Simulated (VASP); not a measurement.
# Ba2CeSnO6 (Fm-3m) in VASP: single point with PBE+U

Aim: the single point of Ba2CeSnO6 with PBE+U.

Program: VASP 6.6.1. These are calculated values, not measurements. Logs are shortened: lines on timing, memory, paths and dates and some standing lists are left out, and cuts for length are marked.

### 1 The cell of the first run

It takes space group Fm-3m (No. 225, cubic). Conventional cell: a = 8.688 Å, b = 8.688 Å, c = 8.688 Å, α = 90.00°, β = 90.00°, γ = 90.00°. Within 4.0 Å of Ba (site symmetry -43m) lie 12 O at 3.07 Å and 4 Ce at 3.76 Å and 4 Sn at 3.76 Å. Within 3.0 Å of Ce (site symmetry m-3m) lie 6 O at 2.24 Å. O (site symmetry 4mm) has 1 Sn at 2.10 Å and 1 Ce at 2.24 Å within 2.8 Å. Within 2.8 Å of Sn (site symmetry m-3m) lie 6 O at 2.10 Å.

### 2 Single point, PBE+U

Input file INCAR:

```
SYSTEM = Ba2CeSnO6
PREC = Accurate
ENCUT = 520
EDIFF = 1E-6
ISMEAR = 0
SIGMA = 0.1
LREAL = .False.
LASPH = .True.
NELM = 150
ALGO = Normal
ISIF = 2
LWAVE = .False.
LCHARG = .False.
LMAXMIX = 6
LDAU = .True.
LDAUTYPE = 2
LDAUL = -1 3 -1 -1
LDAUU = 0 5 0 0
LDAUJ = 0 0 0 0
LDAUPRINT = 1
GGA = PE
NBANDS = 52
```

Input file KPOINTS:

```
Automatic mesh
0
Gamma
  4 4 4
  0 0 0
```

Input file POSCAR:

```
Ba2CeSnO6
1.0
    0.0000000000      4.3438728200      4.3438728200
    4.3438728200      0.0000000000      4.3438728200
    4.3438728200      4.3438728200      0.0000000000
Ba Ce O Sn
2 1 6 1
Direct
    0.2500000000      0.2500000000      0.2500000000
    0.7500000000      0.7500000000      0.7500000000
    0.0000000000      0.0000000000      0.0000000000
    0.7421251800      0.2578748200      0.2578748200
    0.2578748200      0.7421251800      0.7421251800
    0.2578748200      0.7421251800      0.2578748200
    0.7421251800      0.2578748200      0.7421251800
    0.2578748200      0.2578748200      0.7421251800
    0.7421251800      0.7421251800      0.2578748200
    0.5000000000      0.5000000000      0.5000000000
```

Potentials or basis: VASP PAW PBE potentials, release 64 (Ba_sv, Ce, O, Sn_d).

The run is started by

```
cat potpaw_PBE.64/Ba_sv/POTCAR potpaw_PBE.64/Ce/POTCAR potpaw_PBE.64/O/POTCAR potpaw_PBE.64/Sn_d/POTCAR > POTCAR
mpirun -np 1 vasp_std > vasp.out
```

OUTCAR:

```text
SYSTEM = Ba2CeSnO6
   PREC = Accurate
   ENCUT = 520
   EDIFF = 1E-6
   ISMEAR = 0
   LREAL = .False.
   LASPH = .True.
   NELM = 150
   ISIF = 2
   GGA = PE

 ion  position               nearest neighbor table
   1  0.250  0.250  0.250-   4 3.07   6 3.07   8 3.07   5 3.07   7 3.07   8 3.07   5 3.07   6 3.07
                             9 3.07   4 3.07   7 3.07   9 3.07   3 3.76  10 3.76   3 3.76  10 3.76
   2  0.750  0.750  0.750-   5 3.07   6 3.07   8 3.07   4 3.07   7 3.07   8 3.07   4 3.07   6 3.07
                             9 3.07   5 3.07   7 3.07   9 3.07   3 3.76  10 3.76  10 3.76  10 3.76
   3  0.000  0.000  0.000-   4 2.24   5 2.24   6 2.24   7 2.24   8 2.24   9 2.24   2 3.76   2 3.76
                             1 3.76   2 3.76   2 3.76   1 3.76   1 3.76   1 3.76
   4  0.742  0.258  0.258-  10 2.10   3 2.24   1 3.07   1 3.07   2 3.07   2 3.07
   5  0.258  0.742  0.742-  10 2.10   3 2.24   2 3.07   1 3.07   1 3.07   2 3.07
   6  0.258  0.742  0.258-  10 2.10   3 2.24   1 3.07   1 3.07   2 3.07   2 3.07
   7  0.742  0.258  0.742-  10 2.10   3 2.24   2 3.07   1 3.07   1 3.07   2 3.07
   8  0.258  0.258  0.742-  10 2.10   3 2.24   1 3.07   1 3.07   2 3.07   2 3.07
   9  0.742  0.742  0.258-  10 2.10   3 2.24   2 3.07   1 3.07   1 3.07   2 3.07
  10  0.500  0.500  0.500-   4 2.10   5 2.10   6 2.10   7 2.10   8 2.10   9 2.10   1 3.76   1 3.76
                             1 3.76   2 3.76   1 3.76   2 3.76   2 3.76   2 3.76

  LATTYP: Found a face centered cubic cell.
 ALAT       =     8.6877456400

  Lattice vectors:

 A1 = (   0.0000000000,   4.3438728200,   4.3438728200)
 A2 = (   4.3438728200,   0.0000000000,   4.3438728200)
 A3 = (   4.3438728200,   4.3438728200,   0.0000000000)

Analysis of symmetry for initial positions (statically):
=====================================================================
 Subroutine PRICEL returns:
 Original cell was already a primitive cell.

 Routine SETGRP: Setting up the symmetry group for a
 face centered cubic supercell.

 Subroutine GETGRP returns: Found 48 space group operations
 (whereof 48 operations were pure point group operations)
 out of a pool of 48 trial point group operations.

The static configuration has the point symmetry O_h .

Analysis of symmetry for dynamics (positions and initial velocities):
=====================================================================
 Subroutine PRICEL returns:
 Original cell was already a primitive cell.

 Routine SETGRP: Setting up the symmetry group for a
 face centered cubic supercell.

 Subroutine GETGRP returns: Found 48 space group operations
 (whereof 48 operations were pure point group operations)
 out of a pool of 48 trial point group operations.

The dynamic configuration has the point symmetry O_h .

 Subroutine INISYM returns: Found 48 space group operations
 (whereof 48 operations are pure point group operations),
 and found     1 'primitive' translations

----------------------------------------------------------------------------------------

                                     Primitive cell

  volume of cell :     163.9311

  direct lattice vectors                    reciprocal lattice vectors
     0.000000000  4.343872820  4.343872820    -0.115104659  0.115104659  0.115104659
     4.343872820  0.000000000  4.343872820     0.115104659 -0.115104659  0.115104659
[... 118 lines left out ...]
   LRPA    =     F    only Hartree local field effects (RPA)
 non-spin polarized calculation
 Gauss-broadening in eV      SIGMA  =   0.10
  energy-cutoff  :      520.00
  volume of cell :      163.93
 maximum number of plane-waves:      4477
 NGX is ok and might be reduce to    48
   NGX = 23   NGY = 23   NGZ = 23

atom =   3  type =  2  l = 3

 onsite density matrix

spin component  1

  0.0726  0.0000  0.0307  0.0000 -0.0000  0.0000 -0.0000
  0.0000  0.0003  0.0000  0.0000  0.0000  0.0000  0.0000
  0.0307  0.0000  0.0567 -0.0000 -0.0000 -0.0000  0.0000
  0.0000  0.0000 -0.0000  0.0963 -0.0000 -0.0000  0.0000
 -0.0000  0.0000 -0.0000 -0.0000  0.0567 -0.0000 -0.0307
  0.0000  0.0000 -0.0000 -0.0000 -0.0000  0.0329  0.0000
 -0.0000  0.0000  0.0000  0.0000 -0.0307  0.0000  0.0726

spin component  2

  0.0726  0.0000  0.0307  0.0000 -0.0000  0.0000 -0.0000
  0.0000  0.0003  0.0000  0.0000  0.0000  0.0000  0.0000
  0.0307  0.0000  0.0567 -0.0000 -0.0000 -0.0000  0.0000
  0.0000  0.0000 -0.0000  0.0963 -0.0000 -0.0000  0.0000
 -0.0000  0.0000 -0.0000 -0.0000  0.0567 -0.0000 -0.0307
  0.0000  0.0000 -0.0000 -0.0000 -0.0000  0.0329  0.0000
 -0.0000  0.0000  0.0000  0.0000 -0.0307  0.0000  0.0726

 occupancies and eigenvectors

  o =  0.0003  v =  0.0000 -1.0000 -0.0000  0.0000 -0.0000  0.0000  0.0000  0.0000  0.0000  0.0000  0.0000  0.0000  0.0000  0.0000      0.0000  0.0000  0.0000  0.0000  0.0000  0.0000  0.0000  0.0000  0.0000  0.0000  0.0000  0.0000  0.0000  0.0000
  o =  0.0003  v =  0.0000  0.0000  0.0000  0.0000  0.0000  0.0000  0.0000  0.0000 -1.0000 -0.0000  0.0000 -0.0000  0.0000  0.0000      0.0000  0.0000  0.0000  0.0000  0.0000  0.0000  0.0000  0.0000  0.0000  0.0000  0.0000  0.0000  0.0000  0.0000
  o =  0.0329  v =  0.0000 -0.0000  0.0000 -0.0000  0.7906  0.0001  0.6124  0.0000  0.0000  0.0000  0.0000  0.0000  0.0000  0.0000      0.0000  0.0000  0.0000  0.0000  0.0000  0.0000  0.0000  0.0000  0.0000  0.0000  0.0000  0.0000  0.0000  0.0000
  o =  0.0329  v =  0.0000  0.0000  0.0000  0.0000  0.0000  0.0000  0.0000 -0.6124  0.0000  0.7906  0.0000 -0.0000  0.0000 -0.0000      0.0000  0.0000  0.0000  0.0000  0.0000  0.0000  0.0000  0.0000  0.0000  0.0000  0.0000  0.0000  0.0000  0.0000
  o =  0.0329  v =  0.0000  0.0000  0.0000  0.0000  0.0000  0.0000  0.0000  0.0000 -0.0000  0.0000 -0.0000  0.7906  0.0001  0.6124      0.0000  0.0000  0.0000  0.0000  0.0000  0.0000  0.0000  0.0000  0.0000  0.0000  0.0000  0.0000  0.0000  0.0000
  o =  0.0329  v = -0.6124  0.0000  0.7906  0.0000 -0.0000  0.0000 -0.0000  0.0000  0.0000  0.0000  0.0000  0.0000  0.0000  0.0000      0.0000  0.0000  0.0000  0.0000  0.0000  0.0000  0.0000  0.0000  0.0000  0.0000  0.0000  0.0000  0.0000  0.0000
  o =  0.0329  v =  0.0000  0.0000  0.0000  0.0000  0.0000  0.0000  0.0000  0.0000 -0.0000 -0.0000 -0.0000  0.0001 -1.0000  0.0001      0.0000  0.0000  0.0000  0.0000  0.0000  0.0000  0.0000  0.0000  0.0000  0.0000  0.0000  0.0000  0.0000  0.0000
  o =  0.0329  v =  0.0000 -0.0000 -0.0000 -0.0000  0.0001 -1.0000  0.0001  0.0000  0.0000  0.0000  0.0000  0.0000  0.0000  0.0000      0.0000  0.0000  0.0000  0.0000  0.0000  0.0000  0.0000  0.0000  0.0000  0.0000  0.0000  0.0000  0.0000  0.0000
  o =  0.0963  v =  0.0000  0.0000 -0.0000  1.0000  0.0035 -0.0000 -0.0046  0.0000  0.0000  0.0000  0.0000  0.0000  0.0000  0.0000      0.0000  0.0000  0.0000  0.0000  0.0000  0.0000  0.0000  0.0000  0.0000  0.0000  0.0000  0.0000  0.0000  0.0000
  o =  0.0963  v =  0.0000  0.0000  0.0000  0.0000  0.0000  0.0000  0.0000  0.0000  0.0000 -0.0000  1.0000  0.0035 -0.0000 -0.0046      0.0000  0.0000  0.0000  0.0000  0.0000  0.0000  0.0000  0.0000  0.0000  0.0000  0.0000  0.0000  0.0000  0.0000
  o =  0.0963  v =  0.0000  0.0000  0.0000  0.0000  0.0000  0.0000  0.0000  0.0000  0.0000 -0.0000  0.0058 -0.6124  0.0000  0.7906      0.0000  0.0000  0.0000  0.0000  0.0000  0.0000  0.0000  0.0000  0.0000  0.0000  0.0000  0.0000  0.0000  0.0000
  o =  0.0963  v =  0.0000  0.0000 -0.0000  0.0058 -0.6124  0.0000  0.7906  0.0000  0.0000  0.0000  0.0000  0.0000  0.0000  0.0000      0.0000  0.0000  0.0000  0.0000  0.0000  0.0000  0.0000  0.0000  0.0000  0.0000  0.0000  0.0000  0.0000  0.0000
  o =  0.0963  v = -0.7906  0.0000 -0.6124 -0.0000  0.0000 -0.0000  0.0000  0.0000  0.0000  0.0000  0.0000  0.0000  0.0000  0.0000      0.0000  0.0000  0.0000  0.0000  0.0000  0.0000  0.0000  0.0000  0.0000  0.0000  0.0000  0.0000  0.0000  0.0000
  o =  0.0963  v =  0.0000  0.0000  0.0000  0.0000  0.0000  0.0000  0.0000 -0.7906  0.0000 -0.6124 -0.0000  0.0000 -0.0000  0.0000      0.0000  0.0000  0.0000  0.0000  0.0000  0.0000  0.0000  0.0000  0.0000  0.0000  0.0000  0.0000  0.0000  0.0000

 number of electron      81.9999993 magnetization

 Free energy of the ion-electron system (eV)
  ---------------------------------------------------
  ext. energy  EPLUGINS =         0.00000000
  ---------------------------------------------------
  free energy    TOTEN  =       -68.21413821 eV

  energy without entropy =      -68.21413821  energy(sigma->0) =      -68.21413821

 E-fermi :   3.8877     XC(G=0): -10.3787

 val. band max:        3.3334662204   @ k =   0.0000   0.0000   0.0000
 cond. band min:       6.0573861884   @ k =   0.5000   0.0000   0.0000
 fundamental gap:      2.7239199680
 Fermi energy:         3.8876740921

 k-point     1 :       0.0000    0.0000    0.0000
  band No.  band energies     occupation
      1     -29.9457      2.00000
      2     -22.3414      2.00000
      3     -22.2680      2.00000
      4     -16.5540      2.00000
      5     -16.5540      2.00000
      6     -16.1054      2.00000
[... 429 lines left out ...]
     51       9.4614      0.00000
     52       9.5894      0.00000

------------------------ aborting loop because EDIFF is reached ----------------------------------------

  FORCE on cell =-STRESS in cart. coord.  units (eV):
  Direction    XX          YY          ZZ          XY          YZ          ZX
  --------------------------------------------------------------------------------------
  -------------------------------------------------------------------------------------
  Total       -0.0339535     -0.0339535     -0.0339535      0.0000000      0.0000000      0.0000000
  in kB       -0.3318434     -0.3318434     -0.3318434      0.0000000      0.0000000      0.0000000
  external PRESSURE =      -0.3318434 kB  Pullay stress =       0.0000000 kB

 VOLUME and BASIS-vectors are now :
 -----------------------------------------------------------------------------
  energy-cutoff  :      520.00
  volume of cell :      163.93
      direct lattice vectors                 reciprocal lattice vectors
     0.000000000  4.343872820  4.343872820    -0.115104659  0.115104659  0.115104659
     4.343872820  0.000000000  4.343872820     0.115104659 -0.115104659  0.115104659
     4.343872820  4.343872820  0.000000000     0.115104659  0.115104659 -0.115104659

 POSITION                                       TOTAL-FORCE (eV/Angst)
 -----------------------------------------------------------------------------------
      2.17194      2.17194      2.17194        -0.000000     -0.000000      0.000000
      6.51581      6.51581      6.51581        -0.000000     -0.000000      0.000000
      0.00000      0.00000      0.00000        -0.000000     -0.000000      0.000000
      2.24035      4.34387      4.34387         0.227374     -0.000000      0.000000
      6.44739      4.34387      4.34387        -0.227374     -0.000000      0.000000
      4.34387      2.24035      4.34387        -0.000000      0.227374      0.000000
      4.34387      6.44739      4.34387        -0.000000     -0.227374      0.000000
      4.34387      4.34387      2.24035        -0.000000     -0.000000      0.227374
      4.34387      4.34387      6.44739        -0.000000     -0.000000     -0.227374
      4.34387      4.34387      4.34387        -0.000000     -0.000000      0.000000
 -----------------------------------------------------------------------------------
    total drift:                               -0.000000     -0.000000     -0.000000

  FREE ENERGIE OF THE ION-ELECTRON SYSTEM (eV)
  ---------------------------------------------------
  free  energy   TOTEN  =       -68.2141382119 eV

  energy  without entropy=      -68.2141382119  energy(sigma->0) =      -68.21413821
```

Wall time 2 min (1 thread of Intel Xeon 6975P-C, shared host); peak memory 0.38 GiB.

Results:

- Free energy: -68.2141 eV
- Pressure: 0.0 GPa
- Largest force: 0.227 eV/Å
- Band gap on the k mesh: 2.72 eV, indirect (least direct gap 2.94 eV)

Forces in eV/Å, atoms in the order of the input:
```
Ba   0.000  0.000  0.000
Ba   0.000  0.000  0.000
Ce   0.000  0.000  0.000
O    0.227  0.000  0.000
O   -0.227  0.000  0.000
O    0.000  0.227  0.000
O    0.000 -0.227  0.000
O    0.000  0.000  0.227
O    0.000  0.000 -0.227
Sn   0.000  0.000  0.000
```

Eigenvalues of the final occupation matrices:
```
    site  spin  trace                         eigenvalues
site 3 f     1   0.39  0.00 0.03 0.03 0.03 0.10 0.10 0.10
site 3 f     2   0.39  0.00 0.03 0.03 0.03 0.10 0.10 0.10
```

Caveat: spin-orbit coupling is left out, which moves the levels of the heavy elements. A k mesh can miss the band edges.
